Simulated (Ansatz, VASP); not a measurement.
# In in VASP and in Ansatz

File INCAR:

```
  PREC = Accurate
  ENCUT = 520
  EDIFF = 1E-6
  ISMEAR = -1
  SIGMA = 0.1
  LREAL = False
  LASPH = True
  NELM = 100
  ALGO = Normal
  ISIF = 2
  LWAVE = False
  LCHARG = False
  GGA = RP
  NBANDS = 12
```

KPOINTS

```
Automatic mesh
0
Gamma
  13 13 13
```

POSCAR

```
In
1.0
   -1.8863976286      1.8863976286      1.8863976286
    1.8863976286     -1.8863976286      1.8863976286
    1.8863976286      1.8863976286     -1.8863976286
In
1
Direct
    0.0000000000      0.0000000000      0.0000000000
```

Input for Ansatz:

```yaml
crystal:
  lattice:
    - [-1.8863976286, 1.8863976286, 1.8863976286]
    - [1.8863976286, -1.8863976286, 1.8863976286]
    - [1.8863976286, 1.8863976286, -1.8863976286]
  atoms:
    - { symbol: In, position: [0.0, 0.0, 0.0] }
hamiltonian:
  xc: rpbe
  pseudopotentials:
    kind: paw
    azcp:
      In: "pseudopotentials/In.paw.azcp"
basis:
  ecutwfc: 420
  fft_grid_basis: typed
kpoints:
  mp_grid: { grid: [13, 13, 13], shift: [0, 0, 0] }
magnetization:
  spin_polarized: false
scf:
  occupations: { method: fermi_dirac, width: 0.1 }
  lower_state_search: "off"
output:
  stress: true
  write_density: true
  write_potential: true
  elf: true
  volumetric_format: npy
```

Alike in both runs: task single point; functional RPBE; k mesh 13 × 13 × 13; occupations fermi-dirac, width 0.1 eV; no spin polarisation.

```csv
,VASP,Ansatz
version,VASP 6.6.1,Ansatz 0.2.0
potentials or method,"VASP PAW PBE potentials, release 64 (In_d), cutoff 520 eV","plane waves (420 eV) with PAW, scalar-relativistic"
valence electrons in the cell,13,13
```

```tsv
	VASP	Ansatz	Ansatz less VASP
pressure (GPa)	2.8	2.9	+0.06
```

VASP's potentials were made for PBE, not for RPBE.
